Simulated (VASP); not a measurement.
A run of VASP 6.6.1:

The input INCAR:

```
PREC = Accurate ; ENCUT = 520
EDIFF = 1E-6 ; ISMEAR = 0
SIGMA = 0.01 ; LREAL = F
LASPH = T ; NELM = 100
ALGO = Normal ; ISIF = 2
LWAVE = F ; LCHARG = T
GGA = PE ; LELF = T
LVHAR = T ; NBANDS = 16
```

The input KPOINTS:

```
Automatic mesh
0
Gamma
  12 12 8
```

Contents of POSCAR:

```
C
1.0
    2.5115841896      0.0000000000      0.0000000000
   -1.2557920948      2.1750957119      0.0000000000
    0.0000000000      0.0000000000      4.1802244387
C
4
Direct
    0.3333333333      0.6666666667      0.0627288939
    0.6666666667      0.3333333333      0.5627288939
    0.6666666667      0.3333333333      0.9372711061
    0.3333333333      0.6666666667      0.4372711061
```

Potentials or basis: VASP PAW PBE potentials, release 64 (C).

Launch:

```bash
$ cat potpaw_PBE.64/C/POTCAR > POTCAR
$ mpirun -np 1 vasp_std > vasp.out
```

Hardware: 1 thread of Intel(R) Xeon(R) 6975P-C (Granite Rapids), with other jobs on the host.

How long does it take, and how much memory?

Run time: 11 s on 1 thread of Intel(R) Xeon(R) 6975P-C (Granite Rapids), with other jobs on the host, peak memory 0.14 GiB. Counts: scf iterations 11, k points 95.
